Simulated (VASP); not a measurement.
Write the native input for VASP 6.6.1 that does the following.

```
Task                   : relaxation of cell and atoms
Functional             : PBE
Potentials or basis    : VASP PAW PBE potentials, release 64 (V_sv, Si)
Cutoff                 : 600 eV
k mesh                 : 6 × 6 × 4
Occupations            : gaussian, width 0.1 eV
Spin                   : no spin polarisation
Dipole correction      : no
Further INCAR settings : ALGO = Normal; EDIFF = 1e-07; IBRION = 2; EDIFFG = -0.04; NSW = 60; ISIF = 3
```

The structure of VSi2 lies in POSCAR:

```
VSi2
1.0
    4.5348000000      0.0000000000      0.0000000000
   -2.2674000000      3.9272520000      0.0000000000
    0.0000000000      0.0000000000      6.3189010000
V Si
3 6
Direct
    0.0000000000      0.5000000000      0.1666670000
    0.5000000000      0.5000000000      0.8333330000
    0.5000000000      0.0000000000      0.5000000000
    0.8375070000      0.6750140000      0.5000000000
    0.1624930000      0.8375070000      0.8333330000
    0.6750140000      0.8375070000      0.1666670000
    0.1624930000      0.3249860000      0.5000000000
    0.8375070000      0.1624930000      0.8333330000
    0.3249860000      0.1624930000      0.1666670000
```

One way to write it, as run:

INCAR

```
SYSTEM = VSi2
ALGO = Normal ; EDIFF = 1E-7
EDIFFG = -0.04 ; ENCUT = 600
GGA = PE ; IBRION = 2
ISIF = 3 ; ISMEAR = 0
LASPH = .TRUE. ; LCHARG = .FALSE.
LREAL = .FALSE. ; LWAVE = .FALSE.
NELM = 100 ; NSW = 60
PREC = Accurate ; SIGMA = 0.1
```

KPOINTS

```
k-points
0
G
  6 6 4
  0 0 0
```

Potentials or basis: VASP PAW PBE potentials, release 64 (V_sv, Si).

Command:

```console
$ cat potpaw_PBE.64/V_sv/POTCAR potpaw_PBE.64/Si/POTCAR > POTCAR
$ mpirun -np 1 vasp_std > vasp.out
```

It gave:

| Item | Value |
| --- | --- |
| Relaxed volume | 12.77 Å³/atom |
| Relaxed cell | a = 4.563 Å, b = 4.563 Å, c = 6.374 Å, α = 90.00°, β = 90.00°, γ = 120.00° |
| Space group after relaxing (to 0.1 Å) | P6_222 (No. 180) |
| Energy gained by relaxing | 3.3 meV/atom |
| Ionic steps | 3 |
| Pressure after relaxing | 0.0 GPa |
| Largest force after relaxing | 0.039 eV/Å |
| Band gap on the k mesh | zero (an odd number of electrons rules out a gap without spin polarisation) |

Caveat: an odd number of electrons without spin polarisation forces a metal; a magnetic or distorted state may lie lower.

Run time: 4.5 min on 1 thread of AMD EPYC 7R13 Processor (Zen 3), with other jobs on the host, peak memory 0.26 GiB.
